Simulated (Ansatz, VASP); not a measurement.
**Two plane-wave programs on Sn2F**

Contents of INCAR:

```
PREC = Accurate
ENCUT = 600
EDIFF = 1E-6
ISMEAR = 0
SIGMA = 0.1
LREAL = False
LASPH = True
NELM = 100
ALGO = Normal
ISIF = 3
LWAVE = False
LCHARG = False
GGA = PE
IBRION = 2
NSW = 100
EDIFFG = -0.01
```

File KPOINTS:

```
regular mesh
0
Gamma
  12 12 12
```

Contents of POSCAR:

```
Sn2F
1.0
    0.0000000000      3.2771969044      3.2771969044
    3.2771969044      0.0000000000      3.2771969044
    3.2771969044      3.2771969044      0.0000000000
Sn F
2 1
Direct
    0.2500000000      0.2500000000      0.2500000000
    0.7500000000      0.7500000000      0.7500000000
    0.5000000000      0.5000000000      0.5000000000
```

Input for Ansatz:

```yaml
crystal:
  lattice:
    - [0.0, 3.2771969037, 3.2771969037]
    - [3.2771969037, 0.0, 3.2771969037]
    - [3.2771969037, 3.2771969037, 0.0]
  atoms:
    - { symbol: Sn, position: [0.25, 0.25, 0.25] }
    - { symbol: Sn, position: [0.75, 0.75, 0.75] }
    - { symbol: F, position: [0.5, 0.5, 0.5] }
basis:
  ecutwfc: 420
kpoints:
  mp_grid: { grid: [12, 12, 12] }
hamiltonian:
  xc: pbe
scf:
  occupations: { method: gaussian, width: 0.1 }
output:
  forces: true
  stress: true
  eigenvalues: true
  write_density: true
  write_potential: true
  elf: true
  volumetric_format: npy
relax:
  adjacent_minimum: "off"
  f_tol: 0.01
  max_steps: 80
  cell: { stress_tol: 0.05 }
```

Alike in both runs: task relaxation of cell and atoms; functional PBE; k mesh 12 × 12 × 12; occupations gaussian, width 0.1 eV; no spin polarisation.

```csv
,VASP,Ansatz
version,VASP 6.6.1,Ansatz 0.2.0
potentials or method,"VASP PAW PBE potentials, release 64 (Sn_d, F), cutoff 600 eV","scalar-relativistic, plane waves, PAW"
valence electrons in the cell,35,35
```

Ansatz gave:

```
gap on the k mesh at the Fermi level, each at its own relaxed structure (eV) : none
relaxed volume (Å³/atom)                                                     : 22.98
relaxed cell length with the largest relative difference (Å)                 : 4.602
```

Task: Which values does VASP return?

Result: gap on the k mesh at the Fermi level, each at its own relaxed structure (eV): none; relaxed volume (Å³/atom): 22.93; relaxed cell length with the largest relative difference (Å): 4.599.

A gap of «none» marks a metal or a gap that the smearing closes.
